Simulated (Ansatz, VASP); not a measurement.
**Au: VASP beside Ansatz**

```
Au
1.0
     2.87745    0.00000    0.00000
    -1.43872    2.49194    0.00000
     0.00000    0.00000    9.49652
Au
4
Direct
  0.00000 0.00000 0.00000
  0.33333 0.66667 0.25000
  0.00000 0.00000 0.50000
  0.66667 0.33333 0.75000
```

Alike in both runs: functional PBEsol; k mesh 18 × 18 × 6; occupations gaussian, width 0.1 eV; no spin polarisation.

Ansatz relaxed the structure, and its values are those at the end. VASP's run is a single point on that final structure, the one shown.

|  | VASP | Ansatz |
| --- | --- | --- |
| version | VASP 6.6.1 | Ansatz 0.2.0 |
| potentials or method | VASP PAW PBE potentials, release 64 (Au), cutoff 520 eV | scalar-relativistic, plane waves, PAW |
| valence electrons in the cell | 44 | 76 |

|  | VASP | Ansatz | Ansatz less VASP |
| --- | --- | --- | --- |
| gap on the k mesh at the Fermi level (eV) | none | none | - |
| pressure (GPa) | -0.3 | 0.0 | +0.33 |

VASP's potentials were made for PBE, not for PBEsol. A gap of «none» marks a metal or a gap that the smearing closes. The functional is the same, so the differences come from potentials, cutoffs and numerics. VASP's potentials hold 44 valence electrons a cell and Ansatz's 76, so a difference there can come from the potentials and not from the codes.

Neither program's run includes spin-orbit coupling.
